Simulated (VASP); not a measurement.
# GaP (F-43m) in VASP: further runs

GaP is run at these levels: revPBE, RPBE+D4, PBEsol; tasks: relaxation of cell and atoms, single point.

All numbers are computed with VASP 6.6.1; they aren't measurements. Logs are shortened: lines on timing, memory, paths and dates and some standing lists are left out, and cuts for length are marked.

### 1 The cell of the first run

It takes space group F-43m (No. 216, cubic). The conventional cell has a = 5.451 Å, b = 5.451 Å, c = 5.451 Å, α = 90.00°, β = 90.00°, γ = 90.00°. Within 3.1 Å of Ga (site symmetry -43m) lie 4 P at 2.36 Å. Within 3.1 Å of P (site symmetry -43m) lie 4 Ga at 2.36 Å.

### 2 Relaxation of cell and atoms, revPBE

INCAR reads:

```
ALGO = Normal ; EDIFF = 1E-6
EDIFFG = -0.02 ; ENCUT = 600
GGA = RE ; IBRION = 2
ISIF = 3 ; ISMEAR = -1
LASPH = T ; LCHARG = F
LREAL = F ; LWAVE = F
NELM = 60 ; NSW = 80
PREC = Accurate ; SIGMA = 0.05
```

KPOINTS reads:

```
k-points
0
Gamma
  8 8 8
```

POSCAR reads:

```
GaP
1.0
    0.0000000000      2.7252500000      2.7252500000
    2.7252500000      0.0000000000      2.7252500000
    2.7252500000      2.7252500000      0.0000000000
Ga P
1 1
Direct
    0.0000000000      0.0000000000      0.0000000000
    0.7500000000      0.7500000000      0.7500000000
```

Potentials or basis: VASP PAW PBE potentials, release 64 (Ga_d, P).

Started as:

```console
$ cat potpaw_PBE.64/Ga_d/POTCAR potpaw_PBE.64/P/POTCAR > POTCAR
$ mpirun -np 1 vasp_std > vasp.out
```

OUTCAR:

```text
EDIFF = 1E-6
   EDIFFG = -0.02
   ENCUT = 600
   GGA = RE
   IBRION = 2
   ISIF = 3
   ISMEAR = -1
   LASPH = T
   LREAL = F
   NELM = 60
   NSW = 80
   PREC = Accurate

 ion  position               nearest neighbor table
   1  0.000  0.000  0.000-   2 2.36   2 2.36   2 2.36   2 2.36
   2  0.750  0.750  0.750-   1 2.36   1 2.36   1 2.36   1 2.36

  LATTYP: Found a face centered cubic cell.
 ALAT       =     5.4505000000

  Lattice vectors:

 A1 = (   0.0000000000,   2.7252500000,   2.7252500000)
 A2 = (   2.7252500000,   0.0000000000,   2.7252500000)
 A3 = (   2.7252500000,   2.7252500000,   0.0000000000)

Analysis of symmetry for initial positions (statically):
[... 5 lines left out ...]
 face centered cubic supercell.

 Subroutine GETGRP returns: Found 24 space group operations
 (whereof 24 operations were pure point group operations)
 out of a pool of 48 trial point group operations.

The static configuration has the point symmetry T_d .

Analysis of symmetry for dynamics (positions and initial velocities):
[... 5 lines left out ...]
 face centered cubic supercell.

 Subroutine GETGRP returns: Found 24 space group operations
 (whereof 24 operations were pure point group operations)
 out of a pool of 48 trial point group operations.

The dynamic configuration has the point symmetry T_d .

 Subroutine INISYM returns: Found 24 space group operations
 (whereof 24 operations are pure point group operations),
 and found     1 'primitive' translations

----------------------------------------------------------------------------------------

                                     Primitive cell

  volume of cell :      40.4808

  direct lattice vectors                    reciprocal lattice vectors
     0.000000000  2.725250000  2.725250000    -0.183469406  0.183469406  0.183469406
     2.725250000  0.000000000  2.725250000     0.183469406 -0.183469406  0.183469406
     2.725250000  2.725250000  0.000000000     0.183469406  0.183469406 -0.183469406

  length of vectors
     3.854085511  3.854085511  3.854085511     0.317778334  0.317778334  0.317778334

  position of ions in fractional coordinates (direct lattice)
     0.000000000  0.000000000  0.000000000
     0.750000000  0.750000000  0.750000000

  ion indices of the primitive-cell ions
   primitive index   ion index
                 1           1
                 2           2

----------------------------------------------------------------------------------------

 KPOINTS: k-points

Automatic generation of k-mesh.
 Grid dimensions read from file:
 generate k-points for:    8    8    8

 Generating k-lattice:

  Cartesian coordinates                     Fractional coordinates (reciprocal lattice)
    -0.022933676  0.022933676  0.022933676     0.125000000  0.000000000  0.000000000
     0.022933676 -0.022933676  0.022933676     0.000000000  0.125000000  0.000000000
     0.022933676  0.022933676 -0.022933676     0.000000000  0.000000000  0.125000000

  Length of vectors
     0.039722292  0.039722292  0.039722292

  Shift w.r.t. Gamma in fractional coordinates (k-lattice)
     0.000000000  0.000000000  0.000000000

 Subroutine IBZKPT returns following result:
 ===========================================

 Found     29 irreducible k-points:

 Following reciprocal coordinates:
            Coordinates               Weight
  0.000000  0.000000  0.000000      1.000000
  0.125000  0.000000  0.000000      8.000000
  0.250000  0.000000  0.000000      8.000000
  0.375000  0.000000  0.000000      8.000000
  0.500000  0.000000  0.000000      4.000000
  0.125000  0.125000  0.000000      6.000000
[... 16 lines left out ...]
  0.500000  0.250000  0.125000     48.000000
 -0.375000  0.250000  0.125000     24.000000
 [... further k-points ...]
   k-points           NKPTS =     29   k-points in BZ     NKDIM =     29   number of bands    NBANDS=     13
   number of dos      NEDOS =    301   number of ions     NIONS =      2
   total plane-waves  NPLWV =  32768
   dimension x,y,z NGX =    32 NGY =   32 NGZ =   32
   dimension x,y,z NGXF=    64 NGYF=   64 NGZF=   64
   ions per type =               1   1
   NGX,Y,Z   is equivalent  to a cutoff of  13.80, 13.80, 13.80 a.u.
   NGXF,Y,Z  is equivalent  to a cutoff of  27.61, 27.61, 27.61 a.u.
 SYSTEM =  unknown system
   PREC   = accura    normal or accurate (medium, high low for compatibility)
   ISTART =      0    job   : 0-new  1-cont  2-samecut
   ICHARG =      2    charge: 1-file 2-atom 10-const
   ISPIN  =      1    spin polarized calculation?
   LNONCOLLINEAR =      F non collinear calculations
   LSORBIT =      F    spin-orbit coupling
   LASPH  =      T    aspherical Exc in radial PAW
   ENCUT  =  600.0 eV  44.10 Ry    6.64 a.u.   7.70  7.70  7.70*2*pi/ulx,y,z
   NELM   =     60;   NELMIN=  2; NELMDL= -5     # of ELM steps
   EDIFF  = 0.1E-05   stopping-criterion for ELM
   LREAL  =      F    real-space projection
   EDIFFG = -.2E-01   stopping-criterion for IOM
   NSW    =     80    number of steps for IOM
   IBRION =      2    ionic relax: 0-MD 1-quasi-New 2-CG
   NFREE  =      1    steps in history (QN), initial steepest desc. (CG)
   ISIF   =      3    stress and relaxation
   ISYM   =      2    0-nonsym 1-usesym 2-fastsym
   POTIM  = 0.5000    time-step for ionic-motion
   TEBEG  =    0.0;   TEEND  =   0.0 temperature during run
   PSTRESS=    0.0 pullay stress
   NELECT =      18.0000    total number of electrons
   NUPDOWN=      -1.0000    fix difference up-down
   EMIN   =  10.00;   EMAX   =-10.00  energy-range for DOS
   EFERMI =   0.00;   METHOD = LEGACY
   ISMEAR =    -1;   SIGMA  =   0.05  broadening in eV -4-tet -1-fermi 0-gaus
   EFERMI_NEDOS =   21; number of points for ismear=-14 and -15
   IALGO  =     38    algorithm
   IMIX   =      4    mixing-type and parameters
     AMIX     =   0.40;   BMIX     =  1.00
     AMIX_MAG =   1.60;   BMIX_MAG =  1.00
  volume/ion in A,a.u.               =      20.24       136.59
  Fermi-wavevector in a.u.,A,eV,Ry     =   1.249538  2.361284 21.243377  1.561344
  Thomas-Fermi vector in A             =   2.383574
   LORBIT       =      0    0 simple, 1 ext, 2 COOP (PROOUT), +10 PAW based schemes
   GGA     = RE    functional components
   LHFCALC =     F    Hartree Fock is set to
   AEXX    =    0.0000 exact exchange contribution
   IVDW    =     0    specifies the selected vdW correction
   LEPSILON=     F    determine dielectric tensor
   LRPA    =     F    only Hartree local field effects (RPA)
 conjugate gradient relaxation of ions
 non-spin polarized calculation
  energy-cutoff  :      600.00
  volume of cell :       40.48
 maximum number of plane-waves:      1365
   NGX = 15   NGY = 15   NGZ = 15

--------------------------------------- Ionic step        1  -------------------------------------------

 number of electron      18.0000003 magnetization

 Free energy of the ion-electron system (eV)
  ---------------------------------------------------
  ext. energy  EPLUGINS =         0.00000000
  ---------------------------------------------------
  free energy    TOTEN  =        -8.52926367 eV

  energy without entropy =       -8.52926367  energy(sigma->0) =       -8.52926367

------------------------ aborting loop because EDIFF is reached ----------------------------------------

  FORCE on cell =-STRESS in cart. coord.  units (eV):
  Direction    XX          YY          ZZ          XY          YZ          ZX
  --------------------------------------------------------------------------------------
  -------------------------------------------------------------------------------------
  Total        0.9798297      0.9798297      0.9798297     -0.0000000      0.0000000     -0.0000000
  in kB       38.7803889     38.7803889     38.7803889     -0.0000000      0.0000000     -0.0000000
  external PRESSURE =      38.7803889 kB  Pullay stress =       0.0000000 kB
[... 57 lines left out ...]
  energy  without entropy=       -8.5486906772  energy(sigma->0) =       -8.54869068

--------------------------------------- Ionic step        3  -------------------------------------------

 number of electron      17.9999991 magnetization

 Free energy of the ion-electron system (eV)
  ---------------------------------------------------
  ext. energy  EPLUGINS =         0.00000000
  ---------------------------------------------------
  free energy    TOTEN  =        -8.55296228 eV

  energy without entropy =       -8.55296227  energy(sigma->0) =       -8.55296227

 E-fermi :   5.0072     XC(G=0):  -9.4812

 val. band max:        4.2341785548   @ k =   0.0000   0.0000   0.0000
 cond. band min:       5.7573415225   @ k =   0.0000   0.0000   0.0000
 fundamental gap:      1.5231629677
 Fermi energy:         5.0072122942

 k-point     1 :       0.0000    0.0000    0.0000
  band No.  band energies     occupation
      1     -10.2368      2.00000
      2     -10.2368      2.00000
      3     -10.2368      2.00000
      4     -10.1513      2.00000
      5     -10.1513      2.00000
      6      -7.8772      2.00000
      7       4.2342      2.00000
      8       4.2342      2.00000
      9       4.2342      2.00000
     10       5.7573      0.00000
     11       8.1542      0.00000
     12       8.1542      0.00000
     13       8.1542      0.00000
[... 353 lines left out ...]
 k-point    24 :      -0.3750    0.2500    0.1250
  band No.  band energies     occupation
      1     -10.3097      2.00000
      2     -10.2103      2.00000
      3     -10.2003      2.00000
      4     -10.1552      2.00000
      5     -10.1450      2.00000
      6      -5.5987      2.00000
      7      -1.9183      2.00000
      8       1.2406      2.00000
      9       2.4394      2.00000
     10       7.5908      0.00000
     11       8.6179      0.00000
     12      10.5802      0.00000
     13      12.0647      0.00000

 [... further k-points ...]
[... 5 lines left out ...]
  --------------------------------------------------------------------------------------
  -------------------------------------------------------------------------------------
  Total       -0.0040442     -0.0040442     -0.0040442      0.0000000      0.0000000     -0.0000000
  in kB       -0.1524162     -0.1524162     -0.1524162      0.0000000      0.0000000     -0.0000000
  external PRESSURE =      -0.1524162 kB  Pullay stress =       0.0000000 kB
[... 17 lines left out ...]
  FREE ENERGIE OF THE ION-ELECTRON SYSTEM (eV)
  ---------------------------------------------------
  free  energy   TOTEN  =        -8.5529622760 eV

  energy  without entropy=       -8.5529622717  energy(sigma->0) =       -8.55296227

 reached required accuracy - stopping structural energy minimisation
```

Wall time 32 s (1 thread of Intel Xeon Platinum 8259CL at 2.50GHz (Skylake/Cascade Lake), shared host); peak memory 0.19 GiB.

Results:

```yaml
Free_energy: -8.5530 eV
Relaxed_volume: 21.26 Å³/atom
Relaxed_cell: a = 3.918 Å, b = 3.918 Å, c = 3.918 Å, α = 60.00°, β = 60.00°, γ = 60.00°
Space_group_after_relaxing_to_0.05_Å: F-43m (No. 216)
Energy_gained_by_relaxing: 11.8 meV/atom
Ionic_steps: 3
Pressure_after_relaxing: 0.0 GPa
Band_gap_on_the_k_mesh: 1.52 eV, direct
```

The path:
| step | energy change (eV) | largest force (eV/Å) | pressure (GPa) | volume (Å³) |
| --- | --- | --- | --- | --- |
| 1 | 0.0000 | 0.0000 | 3.88 | 40.48 |
| 2 | -0.0194 | 0.0000 | -1.40 | 43.42 |
| 3 | -0.0237 | 0.0000 | -0.02 | 42.51 |

Final structure:
```
Ga P
1.0
     0.00000    2.77010    2.77010
     2.77010    0.00000    2.77010
     2.77010    2.77010    0.00000
Ga P
1 1
Direct
  0.00000 0.00000 0.00000
  0.75000 0.75000 0.75000
```

Levels at points of the mesh, in eV from the valence-band top:
| k point | band 7 | band 8 | band 9 | band 10 | band 11 | band 12 |
| --- | --- | --- | --- | --- | --- | --- |
| (0.00, 0.00, 0.00) | 0.00 | 0.00 | 0.00 | 1.52 | 3.92 | 3.92 |
| (0.50, 0.00, 0.00) | -6.32 | -1.04 | -1.04 | 1.60 | 4.75 | 4.75 |
| (0.50, 0.50, 0.00) | -6.49 | -2.51 | -2.51 | 1.83 | 1.92 | 10.27 |

Caveat: the PAW data sets were made with another functional, which shifts forces and pressure a little. revPBE gives volumes clearly too large for solids.

[end of part 1 of 2]
